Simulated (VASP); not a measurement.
# CdS (F-43m) in VASP: settings compared

Aim: see how the results for CdS move with the level of theory and the settings. Levels: HSE06, PBE. Tasks: relaxation of cell and atoms, single point.

All numbers are computed with VASP 6.6.1; they aren't measurements. Logs are shortened: lines on timing, memory, paths and dates and some standing lists are left out, and cuts for length are marked.

### Step 1. The cell of the first run

It takes space group F-43m (No. 216, cubic). The conventional cell has a = 5.833 Å, b = 5.833 Å, c = 5.833 Å, α = 90.00°, β = 90.00°, γ = 90.00°. Within 3.3 Å of Cd (site symmetry -43m) lie 4 S at 2.53 Å. S (site symmetry -43m) has 4 Cd at 2.53 Å within 3.3 Å.

### Step 2. Relaxation of cell and atoms, HSE06

Contents of POSCAR:

```
CdS
1.0
    0.0000000000      2.9165000000      2.9165000000
    2.9165000000      0.0000000000      2.9165000000
    2.9165000000      2.9165000000      0.0000000000
Cd S
1 1
Direct
    0.0000000000      0.0000000000      0.0000000000
    0.7500000000      0.7500000000      0.7500000000
```

Contents of INCAR.step1:

```
PREC = Accurate ; ENCUT = 600
EDIFF = 1E-5 ; ISMEAR = -1
SIGMA = 0.05 ; LREAL = False
LASPH = True ; NELM = 80
ALGO = Normal ; LWAVE = True
LCHARG = False ; GGA = PE
NBANDS = 16
```

Contents of INCAR.step2:

```
PREC = Accurate ; ENCUT = 600
EDIFF = 1E-6 ; ISMEAR = -1
SIGMA = 0.05 ; LREAL = False
LASPH = True ; NELM = 80
ALGO = Normal ; ISIF = 3
LWAVE = False ; LCHARG = False
GGA = PE ; LHFCALC = True
HFSCREEN = 0.2079 ; PRECFOCK = Normal
IBRION = 2 ; NSW = 60
EDIFFG = -0.01 ; ISTART = 1
```

Contents of KPOINTS:

```
regular mesh
0
Gamma
  4 4 4
```

Potentials or basis: VASP PAW PBE potentials, release 64 (Cd, S).

The run is started by

```console
$ cat potpaw_PBE.64/Cd/POTCAR potpaw_PBE.64/S/POTCAR > POTCAR
$ cp INCAR.step1 INCAR
$ mpirun -np 1 vasp_std > vasp.out
$ cp INCAR.step2 INCAR
$ mpirun -np 1 vasp_std > vasp.out
```

OUTCAR:

```text
PREC = Accurate
   ENCUT = 600
   EDIFF = 1E-6
   ISMEAR = -1
   LREAL = False
   LASPH = True
   NELM = 80
   ISIF = 3
   GGA = PE
   LHFCALC = True
   HFSCREEN = 0.2079
   PRECFOCK = Normal
   IBRION = 2
   NSW = 60
   EDIFFG = -0.01
   ISTART = 1

 ion  position               nearest neighbor table
   1  0.000  0.000  0.000-   2 2.53   2 2.53   2 2.53   2 2.53
   2  0.750  0.750  0.750-   1 2.53   1 2.53   1 2.53   1 2.53

  LATTYP: Found a face centered cubic cell.
 ALAT       =     5.8330000000

  Lattice vectors:

 A1 = (   0.0000000000,   2.9165000000,   2.9165000000)
 A2 = (   2.9165000000,   0.0000000000,   2.9165000000)
 A3 = (   2.9165000000,   2.9165000000,   0.0000000000)

Analysis of symmetry for initial positions (statically):
=====================================================================
 Subroutine PRICEL returns:
 Original cell was already a primitive cell.

 Routine SETGRP: Setting up the symmetry group for a
 face centered cubic supercell.

 Subroutine GETGRP returns: Found 24 space group operations
 (whereof 24 operations were pure point group operations)
 out of a pool of 48 trial point group operations.

The static configuration has the point symmetry T_d .

Analysis of symmetry for dynamics (positions and initial velocities):
=====================================================================
 Subroutine PRICEL returns:
 Original cell was already a primitive cell.

 Routine SETGRP: Setting up the symmetry group for a
 face centered cubic supercell.

 Subroutine GETGRP returns: Found 24 space group operations
 (whereof 24 operations were pure point group operations)
 out of a pool of 48 trial point group operations.

The dynamic configuration has the point symmetry T_d .

 Subroutine INISYM returns: Found 24 space group operations
 (whereof 24 operations are pure point group operations),
 and found     1 'primitive' translations

----------------------------------------------------------------------------------------

                                     Primitive cell

  volume of cell :      49.6153

  direct lattice vectors                    reciprocal lattice vectors
     0.000000000  2.916500000  2.916500000    -0.171438368  0.171438368  0.171438368
[... 68 lines left out ...]
   NELM   =     80;   NELMIN=  2; NELMDL=  0     # of ELM steps
   EDIFF  = 0.1E-05   stopping-criterion for ELM
   LREAL  =      F    real-space projection
   EDIFFG = -.1E-01   stopping-criterion for IOM
   NSW    =     60    number of steps for IOM
   IBRION =      2    ionic relax: 0-MD 1-quasi-New 2-CG
   NFREE  =      1    steps in history (QN), initial steepest desc. (CG)
   ISIF   =      3    stress and relaxation
   ISYM   =      3    0-nonsym 1-usesym 2-fastsym
   POTIM  = 0.5000    time-step for ionic-motion
   TEBEG  =    0.0;   TEEND  =   0.0 temperature during run
   PSTRESS=    0.0 pullay stress
   NELECT =      18.0000    total number of electrons
   NUPDOWN=      -1.0000    fix difference up-down
   EMIN   =  10.00;   EMAX   =-10.00  energy-range for DOS
   EFERMI =   0.00;   METHOD = LEGACY
   ISMEAR =    -1;   SIGMA  =   0.05  broadening in eV -4-tet -1-fermi 0-gaus
   EFERMI_NEDOS =   21; number of points for ismear=-14 and -15
   IALGO  =     38    algorithm
   IMIX   =      1    mixing-type and parameters
     AMIX     =   0.40;   BMIX     =  1.00
     AMIX_MAG =   1.60;   BMIX_MAG =  1.00
  volume/ion in A,a.u.               =      24.81       167.41
  Fermi-wavevector in a.u.,A,eV,Ry     =   1.167599  2.206442 18.548649  1.363287
  Thomas-Fermi vector in A             =   2.304097
   LORBIT       =      0    0 simple, 1 ext, 2 COOP (PROOUT), +10 PAW based schemes
   GGA     = PE    functional components
   LHFCALC =     T    Hartree Fock is set to
   PRECFOCK=normal    Normal, Fast or Accurate (Low or Medium for compatibility)
   ENCUT4O =  -1.0   cutoff for four orbital integrals eV
   NKREDX  =     1    reduce k-point grid by
   NKREDY  =     1    reduce k-point grid by
   NKREDZ  =     1    reduce k-point grid by
   AEXX    =    0.2500 exact exchange contribution
   HFSCREEN=    0.2079 screening length (either q_TF or 0.3 A-1)
   HFSCREENC=   0.2079 screening length for correlation (either q_TF or 0.3 A-1)
   ENCUTFOCK=  -1.0 apply spherical cutoff to Coloumb kernel
   IVDW    =     0    specifies the selected vdW correction
   LEPSILON=     F    determine dielectric tensor
   LRPA    =     F    only Hartree local field effects (RPA)
 conjugate gradient relaxation of ions
 non-spin polarized calculation
  energy-cutoff  :      600.00
  volume of cell :       49.62
 maximum number of plane-waves:      1676
 NGX is ok and might be reduce to    36
  NGX = 28; NGY = 28; NGZ = 28

--------------------------------------- Ionic step        1  -------------------------------------------

 number of electron      17.9999999 magnetization

 Free energy of the ion-electron system (eV)
  ---------------------------------------------------
  ext. energy  EPLUGINS =         0.00000000
  ---------------------------------------------------
  free energy    TOTEN  =        -7.58671061 eV

  energy without entropy =       -7.58671061  energy(sigma->0) =       -7.58671061

------------------------ aborting loop because EDIFF is reached ----------------------------------------

  FORCE on cell =-STRESS in cart. coord.  units (eV):
  Direction    XX          YY          ZZ          XY          YZ          ZX
  --------------------------------------------------------------------------------------
  -------------------------------------------------------------------------------------
  Total        0.6559764      0.6559764      0.6559764      0.0000000      0.0000000      0.0000000
  in kB       21.1827758     21.1827758     21.1827758      0.0000000      0.0000000      0.0000000
  external PRESSURE =      21.1827758 kB  Pullay stress =       0.0000000 kB
[... 59 lines left out ...]
--------------------------------------- Ionic step        3  -------------------------------------------

 number of electron      17.9999999 magnetization

 Free energy of the ion-electron system (eV)
  ---------------------------------------------------
  ext. energy  EPLUGINS =         0.00000000
  ---------------------------------------------------
  free energy    TOTEN  =        -7.59771510 eV

  energy without entropy =       -7.59771510  energy(sigma->0) =       -7.59771510

 E-fermi :   1.4330     XC(G=0):  -7.4623

 val. band max:        0.3959050117   @ k =   0.0000   0.0000   0.0000
 cond. band min:       2.4917322589   @ k =   0.0000   0.0000   0.0000
 fundamental gap:      2.0958272473
 Fermi energy:         1.4329844621

 k-point     1 :       0.0000    0.0000    0.0000
  band No.  band energies     occupation
      1     -12.9433      2.00000
      2      -8.3608      2.00000
      3      -8.3608      2.00000
      4      -8.3608      2.00000
      5      -7.9229      2.00000
      6      -7.9229      2.00000
      7       0.3959      2.00000
      8       0.3959      2.00000
      9       0.3959      2.00000
     10       2.4917      0.00000
     11       8.0986      0.00000
     12       8.0986      0.00000
     13       8.0986      0.00000
[... 139 lines left out ...]
  FREE ENERGIE OF THE ION-ELECTRON SYSTEM (eV)
  ---------------------------------------------------
  free  energy   TOTEN  =        -7.5977150958 eV

  energy  without entropy=       -7.5977150957  energy(sigma->0) =       -7.59771510

 reached required accuracy - stopping structural energy minimisation
```

It took 38 min on 1 thread of Intel Xeon 8259CL, shared host; peak memory 0.34 GiB.

What came out:

| Property | Result |
| --- | --- |
| Free energy | -7.5977 eV |
| Relaxed volume | 25.66 Å³/atom |
| Relaxed cell | a = 4.171 Å, b = 4.171 Å, c = 4.171 Å, α = 60.00°, β = 60.00°, γ = 60.00° |
| Space group after relaxing (to 0.1 Å) | F-43m (No. 216) |
| Energy gained by relaxing | 5.5 meV/atom |
| Ionic steps | 3 |
| Pressure after relaxing | 0.0 GPa |
| Band gap on the k mesh | 2.10 eV |

Step by step:
```tsv
step	energy change (eV)	largest force (eV/Å)	pressure (GPa)	volume (Å³)
1	0.0000	0.0000	2.12	49.62
2	-0.0093	0.0000	-0.77	52.01
3	-0.0110	0.0000	-0.01	51.32
```

Final structure:
```
Cd S
1.0
     0.00000    2.94945    2.94945
     2.94945    0.00000    2.94945
     2.94945    2.94945    0.00000
Cd S
1 1
Direct
  0.00000 0.00000 0.00000
  0.75000 0.75000 0.75000
```

Caveat: the k points lie up to 0.46 Å⁻¹ apart in the final cell; the PAW data sets were made with another functional, which shifts forces and pressure a little.

### Step 3. Single point, PBE, non-collinear spin, zero start, spin-orbit coupling

This run uses another cell than the first one, of 23.82 Å³/atom.

Contents of INCAR:

```
PREC     = Accurate       # precision mode
ENCUT    = 630            # plane-wave cutoff, eV
EDIFF    = 1E-6           # SCF threshold, eV
ISMEAR   = -1             # smearing method
SIGMA    = 0.05           # smearing width, eV
LREAL    = False          # projectors in reciprocal space
LASPH    = True           # aspherical terms in the spheres
NELM     = 200            # most SCF steps
ALGO     = Normal         # electronic algorithm
ISIF     = 2              # what is computed and relaxed
LWAVE    = False          # write WAVECAR
LCHARG   = False          # write CHGCAR
MAGMOM   = 0 0 0 0 0 0    # initial moments
LORBIT   = 11             # projections on sites
LSORBIT  = True           # spin-orbit coupling
GGA_COMPAT= False        
LORBMOM  = True         
GGA      = PE             # functional
NBANDS   = 38             # bands
```

Contents of KPOINTS:

```
Automatic mesh
0
Gamma
  8 8 8
```

Contents of POSCAR:

```
CdS
1.0
    0.0000000000      2.8770830059      2.8770830059
    2.8770830059      0.0000000000      2.8770830059
    2.8770830059      2.8770830059      0.0000000000
Cd S
1 1
Direct
    0.0000000000      0.0000000000      0.0000000000
    0.7500000000      0.7500000000      0.7500000000
```

Potentials or basis: VASP PAW PBE potentials, release 64 (Cd_sv_GW, S).

The run is started by

```console
$ cat potpaw_PBE.64/Cd_sv_GW/POTCAR potpaw_PBE.64/S/POTCAR > POTCAR
$ mpirun -np 1 vasp_ncl > vasp.out
```

Run time: 2.6 min. Hardware: 1 thread of Intel Xeon 6975P-C (Granite Rapids), shared host; peak memory 0.47 GiB.

Results (log left out):

```
Free energy                                           : -6.5420 eV
Pressure                                              : 5.7 GPa
Net moment                                            : 0.00 μB per cell
Valence electrons inside the program's atomic spheres : Cd 17.69; S 3.74
```

Moments on the atoms (μB; x, y, z):
```
Cd  0.00 0.00 0.00
S   0.00 0.00 0.00
```

Caveat: the cell stands under pressure.
